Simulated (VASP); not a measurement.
TiPd, 2 atoms in the cell. The structure is cubic, space group Pm-3m (No. 221). The conventional cell has a = 3.201 Å, b = 3.201 Å, c = 3.201 Å, α = 90.00°, β = 90.00°, γ = 90.00°. Within 3.7 Å of Ti (site symmetry m-3m) lie 8 Pd at 2.77 Å and 6 Ti at 3.20 Å. Within 3.7 Å of Pd (site symmetry m-3m) lie 8 Ti at 2.77 Å and 6 Pd at 3.20 Å.  This cell differs from its parent crystal: volume scaled by 1.02.

```yaml
Program: VASP 6.6.1
Task: electric field gradients
Functional: PBEsol
Potentials_or_basis: VASP PAW PBE potentials, release 64 (Ti_sv, Pd)
Cutoff: 520 eV
k_mesh: 13 × 13 × 13
Occupations: fermi-dirac, width 0.08 eV
Spin: no spin polarisation
Dipole_correction: no
Further_INCAR_settings: ALGO = Normal; EDIFF = 1e-08; NBANDS = 18
```

Potentials or basis: VASP PAW PBE potentials, release 64 (Ti_sv, Pd).

Command:

```console
$ cat potpaw_PBE.64/Ti_sv/POTCAR potpaw_PBE.64/Pd/POTCAR > POTCAR
$ mpirun -np 1 vasp_std > vasp.out
```

Hardware: 1 thread of Intel(R) Xeon(R) Platinum 8488C (Sapphire Rapids), on a shared host.

**Question.** Estimate the wall time of this run.

**Answer.** Wall time 25 s on 1 thread of Intel(R) Xeon(R) Platinum 8488C (Sapphire Rapids), on a shared host, peak memory 0.17 GiB. Counts: scf iterations 16, k points 84.
